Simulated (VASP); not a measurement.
Input of a VASP 6.6.1 run:

The input INCAR:

```
PREC     = Accurate       # precision mode
ENCUT    = 600            # plane-wave cutoff, eV
EDIFF    = 1E-7           # SCF threshold, eV
ISMEAR   = -1             # smearing method
SIGMA    = 0.1            # smearing width, eV
LREAL    = F              # projectors in reciprocal space
LASPH    = T              # aspherical terms in the spheres
NELM     = 200            # most SCF steps
ALGO     = Normal         # electronic algorithm
ISIF     = 3              # what is computed and relaxed
LWAVE    = F              # write WAVECAR
LCHARG   = F              # write CHGCAR
ISPIN    = 2              # spin polarisation
MAGMOM   = 9.1 0          # initial moments
LORBIT   = 11             # projections on sites
LMAXMIX  = 6              # l up to which the mixer works
GGA      = RP             # functional
IBRION   = 2              # ionic algorithm
NSW      = 80             # ionic steps
EDIFFG   = -0.01          # ionic threshold
GGA_COMPAT= F            
NELMIN   = 4
```

KPOINTS

```
regular mesh
0
Gamma
  8 8 8
```

The input POSCAR:

```
EuO
1.0
    3.6372870000      0.0000000000      0.0000000000
    1.8186435000      3.1499829429      0.0000000000
    1.8186435000      1.0499943143      2.9698323994
Eu O
1 1
Direct
    0.0000000000      0.0000000000      0.0000000000
    0.5000000000      0.5000000000      0.5000000000
```

Potentials or basis: VASP PAW PBE potentials, release 64 (Eu, O).

Launch:

```sh
$ cat potpaw_PBE.64/Eu/POTCAR potpaw_PBE.64/O/POTCAR > POTCAR
$ mpirun -np 1 vasp_std > vasp.out
```

Question: What does it give for the relaxed cell?

Answer: a = 3.623 Å, b = 3.623 Å, c = 3.623 Å, α = 60.00°, β = 60.00°, γ = 60.00°.

Question: Predict the relaxed volume.

Answer: 16.82 Å³/atom.

Final structure:
```yaml
crystal:
  lattice:
    - [3.62346, 0.00000, 0.00000]
    - [1.81173, 3.13801, 0.00000]
    - [1.81173, 1.04600, 2.95854]
  atoms:
    - { symbol: Eu, position: [0.00000, 0.00000, 0.00000] }
    - { symbol: O, position: [0.50000, 0.50000, 0.50000] }
```

Caveat: the PAW data sets were made with another functional, which shifts forces and pressure a little; a cell with one magnetic atom can't hold antiferromagnetic order, which such compounds often take; semilocal functionals describe open f shells poorly, which spoils levels, moments and volumes. The state reached can hang on the start; a lower one may exist.
